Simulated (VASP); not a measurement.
# W8C8N in VASP: notebook

Runs on W8C8N. Level: PBE+D3(BJ). Tasks: single point.

Everything below comes from runs of VASP 6.6.1. Logs are shortened: lines on timing, memory, paths and dates and some standing lists are left out, and cuts for length are marked.

## (1) The cell of the first run

The cell holds a slab with vacuum, 17 atoms: a = 5.725 Å, b = 5.725 Å, c = 17.211 Å, α = 90.00°, β = 90.00°, γ = 120.00°.

## (2) Single point, PBE+D3(BJ)

Input file INCAR:

```
SYSTEM = W8C8N
PREC = Accurate ; ENCUT = 520
EDIFF = 1E-7 ; ISMEAR = -1
SIGMA = 0.1 ; LREAL = Auto
LASPH = .True. ; NELM = 60
ALGO = Normal ; ISIF = 2
LWAVE = .False. ; LCHARG = .False.
GGA = PE ; IVDW = 12
NBANDS = 88
```

Input file KPOINTS:

```
regular mesh
0
Gamma
  5 5 1
  0 0 0
```

Input file POSCAR:

```
W8C8N
1.0
    5.7250800000      0.0000000000      0.0000000000
   -2.8625400000      4.9580650000      0.0000000000
    0.0000000000      0.0000000000     17.2106650000
W C N
8 8 1
Direct
    0.0000000000      0.0000000000      0.0581035073
    0.0023173082      0.0011649706      0.2302152764
    0.0000000504      0.5000001008      0.0581035073
    0.0000063675      0.5000057482      0.2116674748
    0.5000000000      0.0000000000      0.0581035073
    0.4988515519      0.0011643655      0.2302159736
    0.5000000504      0.5000001008      0.0581035073
    0.4988461313      0.4976891186      0.2302166709
    0.3333296234      0.1666714736      0.1404085199
    0.3333480897      0.1666668347      0.2974369671
    0.3396596147      0.6698290563      0.1349886829
    0.2843818865      0.6421922665      0.2996740103
    0.8301705097      0.1603399713      0.1349893220
    0.8578181473      0.2156268625      0.2996751723
    0.8301709866      0.6698286529      0.1349894382
    0.8578160110      0.6421954936      0.2996759277
    0.0000022367      0.5000079668      0.3295480448
```

Potentials or basis: VASP PAW PBE potentials, release 64 (W_sv, C, N).

Launch:

```console
cat potpaw_PBE.64/W_sv/POTCAR potpaw_PBE.64/C/POTCAR potpaw_PBE.64/N/POTCAR > POTCAR
mpirun -np 1 vasp_std > vasp.out
```

OUTCAR:

```text
SYSTEM = W8C8N
   PREC = Accurate
   ENCUT = 520
   EDIFF = 1E-7
   ISMEAR = -1
   LREAL = Auto
   LASPH = .True.
   NELM = 60
   ISIF = 2
   GGA = PE
   IVDW = 12
 IVDW          = 12

 ion  position               nearest neighbor table
   1  0.000  0.000  0.058-  13 2.11  15 2.11   9 2.18   3 2.86   7 2.86   5 2.86   5 2.86   7 2.86
                             3 2.86   2 2.96
   2  0.002  0.001  0.230-  10 2.01  14 2.15  16 2.15   9 2.25  13 2.32  15 2.32   8 2.84   6 2.84
                             4 2.88   4 2.88   6 2.88   8 2.88   1 2.96
   3  0.000  0.500  0.058-  11 2.14  15 2.14  13 2.14   4 2.64   1 2.86   5 2.86   7 2.86   7 2.86
                             5 2.86   1 2.86
   4  0.000  0.500  0.212-  17 2.03  12 2.07  14 2.07  16 2.07  11 2.14  15 2.14  13 2.14   3 2.64
                             2 2.88   6 2.88   8 2.88   6 2.88   8 2.88   2 2.88
   5  0.500  0.000  0.058-  11 2.11  13 2.11   9 2.18   7 2.86   3 2.86   1 2.86   1 2.86   3 2.86
                             7 2.86   6 2.96
   6  0.499  0.001  0.230-  10 2.01  14 2.15  12 2.15   9 2.25  13 2.32  11 2.32   8 2.84   2 2.84
                             4 2.88   4 2.88   2 2.88   8 2.88   5 2.96
   7  0.500  0.500  0.058-  11 2.11  15 2.11   9 2.18   5 2.86   1 2.86   3 2.86   3 2.86   1 2.86
                             5 2.86   8 2.96
   8  0.499  0.498  0.230-  10 2.01  12 2.15  16 2.15   9 2.25  15 2.32  11 2.32   2 2.84   6 2.84
                             4 2.88   4 2.88   6 2.88   2 2.88   7 2.96
   9  0.333  0.167  0.140-   7 2.18   1 2.18   5 2.18   2 2.25   8 2.25   6 2.25
  10  0.333  0.167  0.297-   6 2.01   8 2.01   2 2.01
  11  0.340  0.670  0.135-   7 2.11   5 2.11   4 2.14   3 2.14   8 2.32   6 2.32
  12  0.284  0.642  0.300-  17 1.50   4 2.07   8 2.15   6 2.15
  13  0.830  0.160  0.135-   1 2.11   5 2.11   4 2.14   3 2.14   6 2.32   2 2.32
  14  0.858  0.216  0.300-  17 1.50   4 2.07   2 2.15   6 2.15
  15  0.830  0.670  0.135-   7 2.11   1 2.11   4 2.14   3 2.14   8 2.32   2 2.32
  16  0.858  0.642  0.300-  17 1.50   4 2.07   8 2.15   2 2.15
  17  0.000  0.500  0.330-  16 1.50  14 1.50  12 1.50   4 2.03

  LATTYP: Found a hexagonal cell.
 ALAT       =     5.7250800000
 C/A-ratio  =     3.0061876865

  Lattice vectors:

 A1 = (   5.7250800000,   0.0000000000,   0.0000000000)
 A2 = (  -2.8625400000,   4.9580650000,   0.0000000000)
 A3 = (   0.0000000000,   0.0000000000,  17.2106650000)

Analysis of symmetry for initial positions (statically):
=====================================================================
 Subroutine PRICEL returns:
 Original cell was already a primitive cell.

 Routine SETGRP: Setting up the symmetry group for a
 hexagonal supercell.

 Subroutine GETGRP returns: Found  1 space group operations
 (whereof  1 operations were pure point group operations)
 out of a pool of 24 trial point group operations.

The static configuration has the point symmetry C_1 .

Analysis of symmetry for dynamics (positions and initial velocities):
=====================================================================
 Subroutine PRICEL returns:
 Original cell was already a primitive cell.

 Routine SETGRP: Setting up the symmetry group for a
 hexagonal supercell.

 Subroutine GETGRP returns: Found  1 space group operations
 (whereof  1 operations were pure point group operations)
 out of a pool of 24 trial point group operations.

The dynamic configuration has the point symmetry C_1 .

 Subroutine INISYM returns: Found  1 space group operations
 (whereof  1 operations are pure point group operations),
 and found     1 'primitive' translations

----------------------------------------------------------------------------------------

                                     Primitive cell

  volume of cell :     488.5302

  direct lattice vectors                    reciprocal lattice vectors
     5.725080000  0.000000000  0.000000000     0.174670048  0.100845794  0.000000000
    -2.862540000  4.958065000  0.000000000     0.000000000  0.201691587  0.000000000
     0.000000000  0.000000000 17.210665000     0.000000000  0.000000000  0.058103507

  length of vectors
     5.725080000  5.725080244 17.210665000     0.201691596  0.201691587  0.058103507

  position of ions in fractional coordinates (direct lattice)
     0.000000000  0.000000000  0.058103507
     0.002317308  0.001164971  0.230215276
     0.000000050  0.500000101  0.058103507
     0.000006367  0.500005748  0.211667475
     0.500000000  0.000000000  0.058103507
     0.498851552  0.001164366  0.230215974
[... 9 lines left out ...]
     0.857816011  0.642195494  0.299675928
     0.000002237  0.500007967  0.329548045

  ion indices of the primitive-cell ions
   primitive index   ion index
                 1           1
                 2           2
                 3           3
                 4           4
                 5           5
                 6           6
[... 9 lines left out ...]
                16          16
                17          17

----------------------------------------------------------------------------------------

 KPOINTS: regular mesh

Automatic generation of k-mesh.
 Grid dimensions read from file:
 generate k-points for:    5    5    1

 Generating k-lattice:

  Cartesian coordinates                     Fractional coordinates (reciprocal lattice)
     0.034934010  0.020169159  0.000000000     0.200000000 -0.000000000  0.000000000
     0.000000000  0.040338317  0.000000000     0.000000000  0.200000000  0.000000000
     0.000000000  0.000000000  0.058103507     0.000000000  0.000000000  1.000000000

  Length of vectors
     0.040338319  0.040338317  0.058103507

  Shift w.r.t. Gamma in fractional coordinates (k-lattice)
     0.000000000  0.000000000  0.000000000

 Subroutine IBZKPT returns following result:
 ===========================================

 Found     13 irreducible k-points:

 Following reciprocal coordinates:
            Coordinates               Weight
  0.000000  0.000000  0.000000      1.000000
  0.200000  0.000000  0.000000      2.000000
  0.000000  0.200000  0.000000      2.000000
 -0.200000  0.200000  0.000000      2.000000
  0.400000  0.000000  0.000000      2.000000
  0.000000  0.400000  0.000000      2.000000
 -0.400000  0.400000  0.000000      2.000000
  0.200000  0.200000  0.000000      2.000000
 -0.200000  0.400000  0.000000      2.000000
 -0.400000  0.200000  0.000000      2.000000
  0.400000  0.200000  0.000000      2.000000
 -0.200000 -0.400000  0.000000      2.000000
  0.400000  0.400000  0.000000      2.000000
   k-points           NKPTS =     13   k-points in BZ     NKDIM =     13   number of bands    NBANDS=     88
   number of dos      NEDOS =    301   number of ions     NIONS =     17
   total plane-waves  NPLWV = 294912
   dimension x,y,z NGX =    48 NGY =   48 NGZ =  128
   dimension x,y,z NGXF=    96 NGYF=   96 NGZF=  256
   ions per type =               8   8   1
   NGX,Y,Z   is equivalent  to a cutoff of  13.94, 13.94, 12.36 a.u.
   NGXF,Y,Z  is equivalent  to a cutoff of  27.88, 27.88, 24.73 a.u.
 SYSTEM =  W8C8N
   PREC   = accura    normal or accurate (medium, high low for compatibility)
   ISTART =      0    job   : 0-new  1-cont  2-samecut
   ICHARG =      2    charge: 1-file 2-atom 10-const
   ISPIN  =      1    spin polarized calculation?
   LNONCOLLINEAR =      F non collinear calculations
   LSORBIT =      F    spin-orbit coupling
   LASPH  =      T    aspherical Exc in radial PAW
   ENCUT  =  520.0 eV  38.22 Ry    6.18 a.u.  10.64 10.64 32.00*2*pi/ulx,y,z
   NELM   =     60;   NELMIN=  2; NELMDL= -5     # of ELM steps
   EDIFF  = 0.1E-06   stopping-criterion for ELM
   LREAL  =      T    real-space projection
   EDIFFG = 0.1E-05   stopping-criterion for IOM
   NSW    =      0    number of steps for IOM
   IBRION =     -1    ionic relax: 0-MD 1-quasi-New 2-CG
   NFREE  =      0    steps in history (QN), initial steepest desc. (CG)
   ISIF   =      2    stress and relaxation
   ISYM   =      2    0-nonsym 1-usesym 2-fastsym
   POTIM  = 0.5000    time-step for ionic-motion
   TEBEG  =    0.0;   TEEND  =   0.0 temperature during run
   PSTRESS=    0.0 pullay stress
   NELECT =     149.0000    total number of electrons
   NUPDOWN=      -1.0000    fix difference up-down
   EMIN   =  10.00;   EMAX   =-10.00  energy-range for DOS
   EFERMI =   0.00;   METHOD = LEGACY
   ISMEAR =    -1;   SIGMA  =   0.10  broadening in eV -4-tet -1-fermi 0-gaus
   EFERMI_NEDOS =   21; number of points for ismear=-14 and -15
   IALGO  =     38    algorithm
   IMIX   =      4    mixing-type and parameters
     AMIX     =   0.40;   BMIX     =  1.00
     AMIX_MAG =   1.60;   BMIX_MAG =  1.00
  volume/ion in A,a.u.               =      28.74       193.93
  Fermi-wavevector in a.u.,A,eV,Ry     =   1.101978  2.082437 16.522324  1.214357
  Thomas-Fermi vector in A             =   2.238414
   LORBIT       =      0    0 simple, 1 ext, 2 COOP (PROOUT), +10 PAW based schemes
   GGA     = PE    functional components
   LHFCALC =     F    Hartree Fock is set to
   AEXX    =    0.0000 exact exchange contribution
   IVDW    =    12    specifies the selected vdW correction
   LEPSILON=     F    determine dielectric tensor
   LRPA    =     F    only Hartree local field effects (RPA)
 non-spin polarized calculation
  energy-cutoff  :      520.00
  volume of cell :      488.53
 maximum number of plane-waves:     13217
 NGX is ok and might be reduce to    48
   NGX = 21   NGY = 21   NGZ = 65

 number of electron     148.9999983 magnetization

 Free energy of the ion-electron system (eV)
  ---------------------------------------------------
  ext. energy  EPLUGINS =         0.00000000
  ---------------------------------------------------
  free energy    TOTEN  =      -171.92236858 eV

  energy without entropy =     -171.79051956  energy(sigma->0) =     -171.85644407

 E-fermi :   0.5589     XC(G=0):  -5.9482

 val. band max:        0.3503943061   @ k =  -0.2000   0.2000   0.0000
 cond. band min:       0.6063493022   @ k =  -0.2000   0.2000   0.0000
 fundamental gap:      0.2559549961
 Fermi energy:         0.5588920922

 k-point     1 :       0.0000    0.0000    0.0000
  band No.  band energies     occupation
      1     -73.4688      2.00000
      2     -73.4098      2.00000
      3     -73.4098      2.00000
      4     -73.3802      2.00000
      5     -73.3235      2.00000
      6     -73.3235      2.00000
[... 78 lines left out ...]
     85       3.8565      0.00000
     86       3.8565      0.00000

 k-point     2 :       0.2000    0.0000    0.0000
  band No.  band energies     occupation
      1     -73.4633      2.00000
      2     -73.4144      2.00000
      3     -73.4098      2.00000
      4     -73.3747      2.00000
      5     -73.3279      2.00000
      6     -73.3235      2.00000
[... 968 lines left out ...]
     85       2.8296      0.00000
     86       2.9931      0.00000

 k-point    13 :       0.4000    0.4000    0.0000
  band No.  band energies     occupation
      1     -73.4431      2.00000
      2     -73.4314      2.00000
      3     -73.4111      2.00000
      4     -73.3544      2.00000
      5     -73.3447      2.00000
      6     -73.3251      2.00000
[... 78 lines left out ...]
     85       2.8296      0.00000
     86       2.9931      0.00000
 [bands above 86 left out]

------------------------ aborting loop because EDIFF is reached ----------------------------------------

 Edisp (eV)   -4.82914

 E8    (eV) :    -2.2804

  FORCE on cell =-STRESS in cart. coord.  units (eV):
  Direction    XX          YY          ZZ          XY          YZ          ZX
  --------------------------------------------------------------------------------------
  -------------------------------------------------------------------------------------
  Total       0.76906     0.76901     1.04796    -0.00083    -0.00147    -0.00160
  in kB       2.52220     2.52203     3.43688    -0.00272    -0.00481    -0.00526
  external pressure =        2.83 kB  Pullay stress =        0.00 kB

 VOLUME and BASIS-vectors are now :
 -----------------------------------------------------------------------------
  energy-cutoff  :      520.00
  volume of cell :      488.53
      direct lattice vectors                 reciprocal lattice vectors
     5.725080000  0.000000000  0.000000000     0.174670048  0.100845794  0.000000000
    -2.862540000  4.958065000  0.000000000     0.000000000  0.201691587  0.000000000
     0.000000000  0.000000000 17.210665000     0.000000000  0.000000000  0.058103507

 POSITION                                       TOTAL-FORCE (eV/Angst)
 -----------------------------------------------------------------------------------
      0.00000      0.00000      1.00000         0.122005      0.070486      0.628471
      0.00993      0.00578      3.96216        -0.020146     -0.012755     -0.005830
     -1.43127      2.47903      1.00000         0.000028      0.000060     -2.121457
     -1.43125      2.47906      3.64294        -0.000363     -0.000183     -0.158292
      2.86254      0.00000      1.00000        -0.121960      0.070543      0.628599
      2.85263      0.00577      3.96217         0.020804     -0.012850     -0.006390
[... 9 lines left out ...]
      3.07276      3.18405      5.15762        -0.060692      0.034557      0.058626
     -1.43128      2.47907      5.67174         0.000438     -0.000222      0.148079
 -----------------------------------------------------------------------------------
    total drift:                               -0.000826     -0.000630      0.016472

  FREE ENERGIE OF THE ION-ELECTRON SYSTEM (eV)
  ---------------------------------------------------
  free  energy   TOTEN  =      -176.7515056494 eV

  energy  without entropy=     -176.6196566378  energy(sigma->0) =     -176.68558114
```

It took 27 min on 1 thread of Intel Xeon Platinum 8488C (Sapphire Rapids), shared host; peak memory 0.81 GiB.

What came out:

```yaml
Free_energy: -176.7515 eV
Largest_force: 2.121 eV/Å
Band_gap_on_the_k_mesh: zero (an odd number of electrons rules out a gap without spin polarisation)
Dispersion_energy_per_atom: -0.284 eV
```

Forces on the atoms (eV/Å):
```
W    0.122  0.070  0.628
W   -0.020 -0.013 -0.006
W    0.000  0.000 -2.121
W    0.000  0.000 -0.158
W   -0.122  0.071  0.629
W    0.021 -0.013 -0.006
W    0.000 -0.141  0.628
W    0.000  0.024 -0.006
C    0.000  0.000 -0.004
C   -0.001  0.000  0.084
C    0.011  0.007  0.003
C    0.060  0.035  0.060
C    0.000 -0.012  0.003
C   -0.001 -0.069  0.059
C   -0.011  0.007  0.003
C   -0.061  0.035  0.059
N    0.000  0.000  0.148
```

Caveat: there is no dipole correction, which matters where the two faces differ; spin-orbit coupling is left out, which moves the levels of the heavy elements; an odd number of electrons without spin polarisation forces a metal; a magnetic or distorted state may lie lower.

## (3) Single point, PBE+D3(BJ)

Input file INCAR:

```
PREC = Accurate ; ENCUT = 520
EDIFF = 1E-7 ; ISMEAR = -1
SIGMA = 0.1 ; LREAL = Auto
LASPH = T ; NELM = 60
ALGO = Normal ; ISIF = 2
LWAVE = F ; LCHARG = F
GGA = PE ; IVDW = 12
NBANDS = 88
```

Input file KPOINTS:

```
regular mesh
0
Gamma
  5 5 1
```

Input file POSCAR:

```
W8C8N
1.0
    5.7250800000      0.0000000000      0.0000000000
   -2.8625400000      4.9580650000      0.0000000000
    0.0000000000      0.0000000000     17.2106650000
W C N
8 8 1
Direct
    0.0000000000      0.0000000000      0.0581035073
   -0.0011484481      0.0011643655      0.2302159736
    0.0000000504      0.5000001008      0.0581035073
   -0.0011538687      0.4976891186      0.2302166709
    0.5000000000      0.0000000000      0.0581035073
    0.5023173082      0.0011649706      0.2302152764
    0.5000000504      0.5000001008      0.0581035073
    0.5000063675      0.5000057482      0.2116674748
    0.3301705097      0.1603399713      0.1349893220
    0.3578181473      0.2156268625      0.2996751723
    0.3301709866      0.6698286529      0.1349894382
    0.3578160110      0.6421954936      0.2996759277
    0.8333296234      0.1666714736      0.1404085199
    0.8333480897      0.1666668347      0.2974369671
    0.8396596147      0.6698290563      0.1349886829
    0.7843818865      0.6421922665      0.2996740103
    0.5000022367      0.5000079668      0.3295480448
```

Potentials or basis: VASP PAW PBE potentials, release 64 (W_sv, C, N).

Launch:

```console
cat potpaw_PBE.64/W_sv/POTCAR potpaw_PBE.64/C/POTCAR potpaw_PBE.64/N/POTCAR > POTCAR
mpirun -np 1 vasp_std > vasp.out
```

Run time: 22 min. Hardware: 1 thread of Intel Xeon Platinum 8488C (Sapphire Rapids), shared host; peak memory 0.81 GiB.

It converged, with:

* Free energy: -176.7515 eV
* Largest force: 2.121 eV/Å
* Band gap on the k mesh: zero (an odd number of electrons rules out a gap without spin polarisation)
* Dispersion energy per atom: -0.284 eV

Forces on the atoms (eV/Å):
```
W   -0.122  0.071  0.629
W    0.021 -0.013 -0.006
W    0.000 -0.141  0.628
W    0.000  0.024 -0.006
W    0.122  0.070  0.628
W   -0.020 -0.013 -0.006
W    0.000  0.000 -2.121
W    0.000  0.000 -0.158
C    0.000 -0.012  0.003
C   -0.001 -0.069  0.059
C   -0.011  0.007  0.003
C   -0.061  0.035  0.059
C    0.000  0.000 -0.004
C   -0.001  0.000  0.084
C    0.011  0.007  0.003
C    0.060  0.035  0.060
N    0.000  0.000  0.148
```

Levels at points of the mesh, in eV from the Fermi level:
```csv
k point,band 71,band 72,band 73,band 74,band 75,band 76,band 77,band 78,band 79,band 80
"(0.00, 0.00, 0.00)",-0.80,0.24,0.24,0.36,0.51,0.51,0.62,1.29,2.01,2.01
```

Caveat: there is no dipole correction, which matters where the two faces differ; spin-orbit coupling is left out, which moves the levels of the heavy elements; an odd number of electrons without spin polarisation forces a metal; a magnetic or distorted state may lie lower.

The gap in the log of VASP goes by the Fermi energy; the results here count the filled bands.